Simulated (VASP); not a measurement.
# KBr (Pm-3m) in VASP: further runs, part 2 of 3

VASP 6.6.1. The steps go on from the part before.

## (3) Single point, PBE-based screened hybrid with 20 % exact exchange

Contents of POSCAR:

```
KBr
1.0
    3.9763217797      0.0000000000      0.0000000000
    0.0000000000      3.9763217797      0.0000000000
    0.0000000000      0.0000000000      3.9763217797
K Br
1 1
Direct
    0.0000000000      0.0000000000      0.0000000000
    0.5000000000      0.5000000000      0.5000000000
```

Contents of INCAR.step1:

```
SYSTEM = KBr
PREC     = Accurate       ! precision mode
ENCUT    = 520            ! plane-wave cutoff, eV
EDIFF    = 1E-5           ! SCF threshold, eV
ISMEAR   = 0              ! smearing method
SIGMA    = 0.01           ! smearing width, eV
LREAL    = .False.        ! projectors in reciprocal space
LASPH    = .True.         ! aspherical terms in the spheres
NELM     = 100            ! most SCF steps
ALGO     = Normal         ! electronic algorithm
ISIF     = 2              ! what is computed and relaxed
LWAVE    = .True.         ! write WAVECAR
LCHARG   = .False.        ! write CHGCAR
NBANDS   = 15             ! bands
GGA      = PE             ! functional
```

Contents of INCAR.step2:

```
SYSTEM = KBr
PREC     = Accurate       ! precision mode
ENCUT    = 520            ! plane-wave cutoff, eV
EDIFF    = 1E-6           ! SCF threshold, eV
ISMEAR   = 0              ! smearing method
SIGMA    = 0.01           ! smearing width, eV
LREAL    = .False.        ! projectors in reciprocal space
LASPH    = .True.         ! aspherical terms in the spheres
NELM     = 100            ! most SCF steps
ALGO     = Normal         ! electronic algorithm
ISIF     = 2              ! what is computed and relaxed
LWAVE    = .False.        ! write WAVECAR
LCHARG   = .False.        ! write CHGCAR
GGA      = PE             ! functional
LHFCALC  = .True.         ! exact exchange
AEXX     = 0.2            ! exact-exchange fraction
HFSCREEN = 0.2078         ! screening, 1/A
PRECFOCK = Normal       
NBANDS   = 15             ! bands
ISTART   = 1
```

Contents of KPOINTS:

```
regular mesh
0
Gamma
  4 4 4
  0 0 0
```

Potentials or basis: VASP PAW PBE potentials, release 64 (K_sv, Br).

Started as:

```bash
cat potpaw_PBE.64/K_sv/POTCAR potpaw_PBE.64/Br/POTCAR > POTCAR
cp INCAR.step1 INCAR
mpirun -np 1 vasp_std > vasp.out
cp INCAR.step2 INCAR
mpirun -np 1 vasp_std > vasp.out
```

OUTCAR:

```text
SYSTEM = KBr
   PREC = Accurate
   ENCUT = 520
   EDIFF = 1E-6
   ISMEAR = 0
   LREAL = .False.
   LASPH = .True.
   NELM = 100
   ISIF = 2
   GGA = PE
   LHFCALC = .True.
   AEXX = 0.2
   HFSCREEN = 0.2078
   PRECFOCK = Normal
   ISTART = 1

 ion  position               nearest neighbor table
   1  0.000  0.000  0.000-
   2  0.500  0.500  0.500-

  LATTYP: Found a simple cubic cell.
 ALAT       =     3.9763217797

  Lattice vectors:

 A1 = (   3.9763217797,   0.0000000000,   0.0000000000)
 A2 = (   0.0000000000,   3.9763217797,   0.0000000000)
 A3 = (   0.0000000000,   0.0000000000,   3.9763217797)

Analysis of symmetry for initial positions (statically):
=====================================================================
 Subroutine PRICEL returns:
 Original cell was already a primitive cell.

 Routine SETGRP: Setting up the symmetry group for a
 simple cubic supercell.

 Subroutine GETGRP returns: Found 48 space group operations
 (whereof 48 operations were pure point group operations)
 out of a pool of 48 trial point group operations.

The static configuration has the point symmetry O_h .

Analysis of symmetry for dynamics (positions and initial velocities):
=====================================================================
 Subroutine PRICEL returns:
 Original cell was already a primitive cell.

 Routine SETGRP: Setting up the symmetry group for a
 simple cubic supercell.

 Subroutine GETGRP returns: Found 48 space group operations
 (whereof 48 operations were pure point group operations)
 out of a pool of 48 trial point group operations.

The dynamic configuration has the point symmetry O_h .

 Subroutine INISYM returns: Found 48 space group operations
 (whereof 48 operations are pure point group operations),
 and found     1 'primitive' translations

[... 113 lines left out ...]
   HFSCREENC=   0.2078 screening length for correlation (either q_TF or 0.3 A-1)
   ENCUTFOCK=  -1.0 apply spherical cutoff to Coloumb kernel
   IVDW    =     0    specifies the selected vdW correction
   LEPSILON=     F    determine dielectric tensor
   LRPA    =     F    only Hartree local field effects (RPA)
 non-spin polarized calculation
 Gauss-broadening in eV      SIGMA  =   0.01
  energy-cutoff  :      520.00
  volume of cell :       62.87
 maximum number of plane-waves:      1743
 NGX is ok and might be reduce to    30
  NGX = 24; NGY = 24; NGZ = 24

 number of electron      15.9999996 magnetization

 Free energy of the ion-electron system (eV)
  ---------------------------------------------------
  ext. energy  EPLUGINS =         0.00000000
  ---------------------------------------------------
  free energy    TOTEN  =        -6.82780145 eV

  energy without entropy =       -6.82780145  energy(sigma->0) =       -6.82780145

 E-fermi :  -1.0052     XC(G=0):  -6.9753

 val. band max:       -1.1660282001   @ k =   0.5000   0.5000   0.0000
 cond. band min:       3.7850970047   @ k =   0.0000   0.0000   0.0000
 fundamental gap:      4.9511252048
 Fermi energy:        -1.0051819368

 k-point     1 :       0.0000    0.0000    0.0000
  band No.  band energies     occupation
      1     -31.5695      2.00000
      2     -14.9153      2.00000
      3     -13.9060      2.00000
      4     -13.9060      2.00000
      5     -13.9060      2.00000
      6      -1.4611      2.00000
      7      -1.4611      2.00000
      8      -1.4611      2.00000
      9       3.7851      0.00000
     10       5.6245      0.00000
     11       5.6245      0.00000
     12       9.9332      0.00000
     13       9.9332      0.00000
     14       9.9332      0.00000
[... 149 lines left out ...]
      2     -14.4524      2.00000
      3     -14.0321      2.00000
      4     -14.0321      2.00000
      5     -14.0321      2.00000
      6      -2.7974      2.00000
      7      -2.7974      2.00000
      8      -2.7974      2.00000
      9       7.2976      0.00000
     10       7.2976      0.00000
     11       7.2976      0.00000
     12       9.7468      0.00000
     13       9.7468      0.00000
     14       9.7468      0.00000
     15      11.6812      0.00000

------------------------ aborting loop because EDIFF is reached ----------------------------------------

  FORCE on cell =-STRESS in cart. coord.  units (eV):
  Direction    XX          YY          ZZ          XY          YZ          ZX
  --------------------------------------------------------------------------------------
  -------------------------------------------------------------------------------------
  Total        0.2335235      0.2335235      0.2335235      0.0000000      0.0000000     -0.0000000
  in kB        5.9510916      5.9510916      5.9510916      0.0000000      0.0000000     -0.0000000
  external PRESSURE =       5.9510916 kB  Pullay stress =       0.0000000 kB

 VOLUME and BASIS-vectors are now :
 -----------------------------------------------------------------------------
  energy-cutoff  :      520.00
  volume of cell :       62.87
      direct lattice vectors                 reciprocal lattice vectors
     3.976321780  0.000000000  0.000000000     0.251488701  0.000000000  0.000000000
     0.000000000  3.976321780  0.000000000     0.000000000  0.251488701  0.000000000
     0.000000000  0.000000000  3.976321780     0.000000000  0.000000000  0.251488701

 POSITION                                       TOTAL-FORCE (eV/Angst)
 -----------------------------------------------------------------------------------
      0.00000      0.00000      0.00000         0.000000      0.000000      0.000000
      1.98816      1.98816      1.98816         0.000000      0.000000      0.000000
 -----------------------------------------------------------------------------------
    total drift:                                0.000000      0.000000      0.000000

  FREE ENERGIE OF THE ION-ELECTRON SYSTEM (eV)
  ---------------------------------------------------
  free  energy   TOTEN  =        -6.8278014511 eV

  energy  without entropy=       -6.8278014511  energy(sigma->0) =       -6.82780145
```

OSZICAR.step1:

```text
N       E                     dE             d eps       ncg     rms          rms(c)
DAV:   1     0.944052682540E+02    0.94405E+02   -0.70036E+03   300   0.954E+02
DAV:   2    -0.101029906317E+01   -0.95416E+02   -0.89446E+02   398   0.228E+02
DAV:   3    -0.608034496270E+01   -0.50700E+01   -0.50477E+01   412   0.462E+01
DAV:   4    -0.625793747224E+01   -0.17759E+00   -0.17758E+00   437   0.742E+00
DAV:   5    -0.625938571100E+01   -0.14482E-02   -0.14482E-02   426   0.766E-01    0.280E+00
DAV:   6    -0.609013293888E+01    0.16925E+00   -0.14635E-01   363   0.223E+00    0.209E+00
DAV:   7    -0.606192806858E+01    0.28205E-01   -0.87994E-02   377   0.191E+00    0.983E-01
DAV:   8    -0.606477442162E+01   -0.28464E-02   -0.13608E-02   345   0.841E-01    0.100E-01
DAV:   9    -0.606499672634E+01   -0.22230E-03   -0.42873E-04   413   0.164E-01    0.780E-02
DAV:  10    -0.606513605226E+01   -0.13933E-03   -0.17907E-04   314   0.942E-02    0.127E-02
DAV:  11    -0.606513912996E+01   -0.30777E-05   -0.10835E-05   328   0.230E-02
   1 F= -.60651391E+01 E0= -.60651391E+01  d E =-.149635E-57
```

Wall time 8.6 min (1 thread of Intel Xeon Platinum 8375C at 2.90GHz (Ice Lake), shared host); peak memory 0.28 GiB.

Results:

```yaml
Free_energy: -6.8278 eV
Pressure: 0.6 GPa
Band_gap_on_the_k_mesh: 4.95 eV (least direct gap 5.25 eV)
```

Caveat: the structure was generated, so it needn't be the stable form of KBr; the PAW data sets were made with another functional, which shifts forces and pressure a little.

(Part 2 of 3 ends here.)
